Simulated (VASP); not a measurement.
A run of VASP 6.6.1 is set up as follows.

File INCAR:

```
SYSTEM = BAs
PREC = Accurate
ENCUT = 500
EDIFF = 1E-6
ISMEAR = 0
SIGMA = 0.02
LREAL = .False.
LASPH = .True.
NELM = 120
ALGO = Normal
ISIF = 2
LWAVE = .False.
LCHARG = .False.
GGA = PE
NBANDS = 11
GGA_COMPAT = .False.
```

File KPOINTS:

```
regular mesh
0
Gamma
  15 15 15
  0 0 0
```

File POSCAR:

```
BAs
1.0
    0.0000000000      2.4044241988      2.4044241988
    2.4044241988      0.0000000000      2.4044241988
    2.4044241988      2.4044241988      0.0000000000
B As
1 1
Direct
    0.0000000000      0.0000000000      0.0000000000
    0.7500000000      0.7500000000      0.7500000000
```

Potentials or basis: VASP PAW PBE potentials, release 64 (B, As).

The run is started by

```console
$ cat potpaw_PBE.64/B/POTCAR potpaw_PBE.64/As/POTCAR > POTCAR
$ mpirun -np 1 vasp_std > vasp.out
```

(1) Predict the band gap on the k mesh.

(2) Estimate the pressure.

Answers

(1) 1.20 eV (least direct gap 3.25 eV).

(2) 0.6 GPa.

Caveat: an odd mesh through Γ misses points on the zone boundary, where band edges can lie.
